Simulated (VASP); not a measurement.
# Ta (I4/mmm) in VASP: notebook, part 2 of 2

VASP 6.6.1.

## (3) Single point, PBEsol (strain -0.040 along x and y, +0.040 along z)

INCAR

```
PREC = Accurate
ENCUT = 520
EDIFF = 1E-7
ISMEAR = 0
SIGMA = 0.15
LREAL = False
LASPH = True
NELM = 60
ALGO = Fast
ISIF = 2
LWAVE = False
LCHARG = False
GGA = PS
NBANDS = 12
```

KPOINTS

```
Automatic mesh
0
Gamma
  26 26 26
```

POSCAR

```
Ta
1.0
   -1.5746493717      1.5746493717      1.7058701527
    1.5746493717     -1.5746493717      1.7058701527
    1.5746493717      1.5746493717     -1.7058701527
Ta
1
Direct
    0.0000000000      0.0000000000      0.0000000000
```

Potentials or basis: VASP PAW PBE potentials, release 64 (Ta_pv).

On the command line:

```
$ cat potpaw_PBE.64/Ta_pv/POTCAR > POTCAR
$ mpirun -np 1 vasp_std > vasp.out
```

OUTCAR:

```text
PREC = Accurate
   ENCUT = 520
   EDIFF = 1E-7
   ISMEAR = 0
   LREAL = False
   LASPH = True
   NELM = 60
   ISIF = 2
   GGA = PS

 ion  position               nearest neighbor table
   1  0.000  0.000  0.000-

  LATTYP: Found a body centered tetragonal cell.
 ALAT       =     3.1492987434
 C/A-ratio  =     1.0833333333

  Lattice vectors:

 A1 = (  -1.5746493717,   1.5746493717,   1.7058701527)
 A2 = (   1.5746493717,  -1.5746493717,   1.7058701527)
 A3 = (   1.5746493717,   1.5746493717,  -1.7058701527)

Analysis of symmetry for initial positions (statically):
=====================================================================
 Subroutine PRICEL returns:
 Original cell was already a primitive cell.

 Routine SETGRP: Setting up the symmetry group for a
 body centered tetragonal supercell.

 Subroutine GETGRP returns: Found 16 space group operations
 (whereof 16 operations were pure point group operations)
 out of a pool of 16 trial point group operations.

The static configuration has the point symmetry D_4h.

Analysis of symmetry for dynamics (positions and initial velocities):
=====================================================================
[... 171 lines left out ...]
      5       6.2773      0.00009
      6       6.2773      0.00009
      7       7.3103      0.00000
      8       9.2662      0.00000
      9      10.6860      0.00000
     10      20.2872      0.00000
     11      21.7405      0.00000
     12      21.7405      0.00000
[... 331 lines left out ...]
 k-point    24 :       0.3846    0.0385    0.0000
  band No.  band energies     occupation
      1     -28.2645      2.00000
      2     -27.3220      2.00000
      3     -26.9439      2.00000
      4       1.1873      2.00000
      5       4.6704      2.00000
      6       6.5834      0.00000
      7       9.2845      0.00000
      8      10.9241      0.00000
      9      13.0410      0.00000
     10      18.5409      0.00000
     11      19.8200      0.00000
     12      20.7587      0.00000

 [... further k-points ...]

------------------------ aborting loop because EDIFF is reached ----------------------------------------

  FORCE on cell =-STRESS in cart. coord.  units (eV):
  Direction    XX          YY          ZZ          XY          YZ          ZX
  --------------------------------------------------------------------------------------
  -------------------------------------------------------------------------------------
  Total        1.4900379      1.4900379      0.4083090      0.0000000      0.0000000      0.0000000
  in kB      141.1023324    141.1023324     38.6656953      0.0000000      0.0000000      0.0000000
  external PRESSURE =     106.9567867 kB  Pullay stress =       0.0000000 kB

 VOLUME and BASIS-vectors are now :
 -----------------------------------------------------------------------------
  energy-cutoff  :      520.00
  volume of cell :       16.92
      direct lattice vectors                 reciprocal lattice vectors
    -1.574649372  1.574649372  1.705870153     0.000000000  0.317531007  0.293105545
     1.574649372 -1.574649372  1.705870153     0.317531007  0.000000000  0.293105545
     1.574649372  1.574649372 -1.705870153     0.317531007  0.317531007  0.000000000

 POSITION                                       TOTAL-FORCE (eV/Angst)
 -----------------------------------------------------------------------------------
      0.00000      0.00000      0.00000        -0.000000      0.000000      0.000000
 -----------------------------------------------------------------------------------
    total drift:                               -0.000000      0.000000      0.000000

  FREE ENERGIE OF THE ION-ELECTRON SYSTEM (eV)
  ---------------------------------------------------
  free  energy   TOTEN  =       -12.5053439988 eV

  energy  without entropy=      -12.4916743922  energy(sigma->0) =      -12.49850920
```

OSZICAR:

```text
N       E                     dE             d eps       ncg     rms          rms(c)
DAV:   1     0.610723492470E+02    0.61072E+02   -0.61253E+03 32048   0.884E+02
DAV:   2    -0.119612778649E+02   -0.73034E+02   -0.71174E+02 35540   0.249E+02
DAV:   3    -0.129660287708E+02   -0.10048E+01   -0.99507E+00 38248   0.274E+01
DAV:   4    -0.129684159473E+02   -0.23872E-02   -0.23870E-02 34992   0.149E+00
DAV:   5    -0.129684227029E+02   -0.67557E-05   -0.67563E-05 37700   0.755E-02    0.154E+01
RMM:   6    -0.126182486538E+02    0.35017E+00   -0.23049E-01 34281   0.395E+00    0.767E+00
RMM:   7    -0.125062552084E+02    0.11199E+00   -0.24826E-01 36335   0.400E+00    0.327E-01
RMM:   8    -0.125052942351E+02    0.96097E-03   -0.95985E-03 39148   0.953E-01    0.287E-01
RMM:   9    -0.125053666612E+02   -0.72426E-04   -0.10722E-03 40394   0.318E-01    0.534E-02
RMM:  10    -0.125053448263E+02    0.21835E-04   -0.13981E-04 40359   0.119E-01    0.775E-03
RMM:  11    -0.125053436372E+02    0.11892E-05   -0.22268E-05 41995   0.457E-02    0.418E-03
RMM:  12    -0.125053439419E+02   -0.30476E-06   -0.31472E-06 40059   0.152E-02    0.357E-03
RMM:  13    -0.125053439988E+02   -0.56886E-07   -0.66427E-07 34790   0.687E-03
   1 F= -.12505344E+02 E0= -.12498509E+02  d E =-.136696E-01
```

stdout:

```text
POSCAR found type information on POSCAR Ta
 POSCAR found :  1 types and       1 ions
 scaLAPACK will be used
 -----------------------------------------------------------------------------
|                                                                             |
|                                                                             |
|     You enforced a specific xc type in the INCAR file but a different       |
[... 18 lines left out ...]
WARNING in EDDRMM: call to ZHEGV failed, returncode =   6  3     10
WARNING in EDDRMM: call to ZHEGV failed, returncode =   8  4     12
WARNING in EDDRMM: call to ZHEGV failed, returncode =   8  4     11
WARNING in EDDRMM: call to ZHEGV failed, returncode =   6  3     11
WARNING in EDDRMM: call to ZHEGV failed, returncode =   8  4     11
WARNING in EDDRMM: call to ZHEGV failed, returncode =   8  4     12
WARNING in EDDRMM: call to ZHEGV failed, returncode =   8  4     12
```

It took 2.6 min on 1 thread of AMD EPYC 9R45 (Zen 5), shared host; peak memory 0.33 GiB.

What came out:

* Free energy: -12.5053 eV
* Pressure: 10.7 GPa
* Band gap on the k mesh: zero (an odd number of electrons rules out a gap without spin polarisation)

Stress tensor (GPa, compression positive):
```
14.11  0.00  0.00
 0.00 14.11  0.00
 0.00  0.00  3.87
```

Levels at points of the mesh, in eV from the Fermi level:
```tsv
k point	band 3	band 4	band 5	band 6	band 7	band 8
(0.00, 0.00, 0.00)	-32.79	-8.19	0.42	0.42	1.45	3.41
(0.50, 0.00, 0.00)	-32.80	-4.70	-1.36	1.72	3.28	5.38
(0.50, 0.50, 0.00)	-32.88	-4.70	-2.44	2.34	5.08	5.75
(0.50, 0.50, 0.50)	-33.70	-4.36	-4.08	7.13	7.48	7.48
```

Caveat: the cell differs from its parent crystal (strain -0.040 along x and y, +0.040 along z); the stress differs along the axes, from 4 to 14 GPa; the PAW data sets were made with another functional, which shifts forces and pressure a little; spin-orbit coupling is left out, which moves the levels of the heavy elements.

## (4) Single point, PBEsol (strain -0.040 along x and y, +0.080 along z)

INCAR

```
ALGO = Fast
EDIFF = 1E-7
ENCUT = 520
GGA = PS
ISIF = 2
ISMEAR = 0
LASPH = True
LCHARG = False
LREAL = False
LWAVE = False
NBANDS = 12
NELM = 60
PREC = Accurate
SIGMA = 0.15
```

KPOINTS

```
k-points
0
Gamma
  26 26 26
```

POSCAR

```
Ta
1.0
   -1.5746493717      1.5746493717      1.7714805432
    1.5746493717     -1.5746493717      1.7714805432
    1.5746493717      1.5746493717     -1.7714805432
Ta
1
Direct
    0.0000000000      0.0000000000      0.0000000000
```

On the command line:

```
$ cat potpaw_PBE.64/Ta_pv/POTCAR > POTCAR
$ mpirun -np 1 vasp_std > vasp.out
```

It took 3.3 min on 1 thread of AMD EPYC 9R45 (Zen 5), shared host; peak memory 0.34 GiB.

The run converged. Its results:

```
Free energy            : -12.5005 eV
Pressure               : 2.6 GPa
Band gap on the k mesh : zero (an odd number of electrons rules out a gap without spin polarisation)
```

Stress tensor (GPa, compression positive):
```
 6.83  0.00  0.00
 0.00  6.83  0.00
 0.00  0.00 -5.85
```

Levels at points of the mesh, in eV from the Fermi level:
```
           k point  band 1  band 2  band 3  band 4  band 5  band 6  band 7  band 8  band 9  band 10
(0.00, 0.00, 0.00)  -33.00  -32.99  -32.99   -8.09    0.33    0.33    1.73    2.91    4.79    13.90
(0.50, 0.00, 0.00)  -34.28  -33.34  -33.00   -4.58   -1.09    1.43    2.68    5.31    7.69    11.74
(0.50, 0.50, 0.00)  -34.23  -33.48  -33.10   -4.54   -2.58    2.28    5.23    5.72    8.15    11.77
(0.50, 0.50, 0.50)  -34.06  -33.75  -33.75   -4.22   -3.82    6.70    6.89    7.18    7.18     9.86
```

Caveat: the cell differs from its parent crystal (strain -0.040 along x and y, +0.080 along z); the stress differs along the axes, from -6 to 7 GPa; the PAW data sets were made with another functional, which shifts forces and pressure a little; spin-orbit coupling is left out, which moves the levels of the heavy elements.

## (5) Overview

| cell | gap on the mesh (eV) | pressure (GPa) |
| --- | --- | --- |
| a = 2.767 Å, angles 107.3, 107.3, 113.9°, 1 atom | none | 21.3 |
| a = 2.805 Å, angles 111.7, 111.7, 105.1°, 1 atom | none | 10.7 |
| a = 2.846 Å, angles 112.8, 112.8, 103.0°, 1 atom | none | 2.6 |

Alike in all rows: task single point; level PBEsol; potentials or basis VASP PAW PBE potentials, release 64 (Ta_pv); no spin polarisation; k mesh 26 × 26 × 26; cutoff (eV) 520; smearing gaussian 0.15 eV.

Caveats: the PAW data sets were made with another functional, which shifts forces and pressure a little; spin-orbit coupling is left out, which moves the levels of the heavy elements; the stress differs along the axes, from 18 to 28 GPa (at least some runs); the stress differs along the axes, from 4 to 14 GPa (at least some runs); the stress differs along the axes, from -6 to 7 GPa (at least some runs).

Total energies depend on the potentials used, so only differences within one code and one set of settings carry meaning.
